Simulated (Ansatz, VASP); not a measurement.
TiHg in VASP and in Ansatz

INCAR

```
ALGO = Normal ; EDIFF = 1E-8
ENCUT = 520 ; ISIF = 2
ISMEAR = -1 ; LASPH = T
LCHARG = F ; LEFG = T
LREAL = F ; LWAVE = F
NBANDS = 19 ; NELM = 60
PREC = Accurate ; SIGMA = 0.08
```

Contents of KPOINTS:

```
k-points
0
Gamma
  14 14 10
```

The input POSCAR:

```
TiHg
1.0
    3.0289277331      0.0000000000      0.0000000000
    0.0000000000      3.0289277331      0.0000000000
    0.0000000000      0.0000000000      4.0677623693
Ti Hg
1 1
Direct
    0.5000000000      0.5000000000      0.5000000000
    0.0000000000      0.0000000000      0.0000000000
```

Input for Ansatz:

```yaml
crystal:
  lattice:
    - [3.0289277331, 0.0, 0.0]
    - [0.0, 3.0289277331, 0.0]
    - [0.0, 0.0, 4.0677623693]
  atoms:
    - { symbol: Ti, position: [0.5, 0.5, 0.5] }
    - { symbol: Hg, position: [0.0, 0.0, 0.0] }
kpoints:
  mp_grid: { grid: [14, 14, 10] }
scf:
  occupations: { method: fermi_dirac, width: 0.08 }
hamiltonian:
  xc: lda
  pseudopotentials: { kind: all_electron, datasets: crystal }
output:
  forces: true
  stress: true
  eigenvalues: true
  efg: { contact_densities: true }
```

Change from the starting cell: volume scaled by 1.02, crystal datasets.

Alike in both runs: task electric field gradients; functional LDA; k mesh 14 × 14 × 10; occupations fermi-dirac, width 0.08 eV; no spin polarisation.

|  | VASP | Ansatz |
| --- | --- | --- |
| version | VASP 6.6.1 | Ansatz 0.2.0 |
| potentials or method | VASP PAW LDA potentials, release 64 (Ti_sv, Hg), cutoff 520 eV | all-electron PAW with datasets made for the crystal, scalar-relativistic |

VASP gave:

| Property | Result |
| --- | --- |
| pressure (GPa) | -7.8 |
| traceless stress, the component that is largest in VASP (GPa) | 0.32 |
| size of Vzz on the site where it differs most (V/Å²) | 203.2 |

Question: Estimate Ansatz's values.

Answer: Pressure (GPa): -8.6; traceless stress, the component that is largest in VASP (GPa): 0.34; size of Vzz on the site where it differs most (V/Å²): 196.8.

LDA's correlation is that of Perdew and Zunger in VASP and of Perdew and Wang (1992) in Ansatz. Ansatz ran all-electron here, and VASP with PAW potentials.

Neither program's run includes spin-orbit coupling.
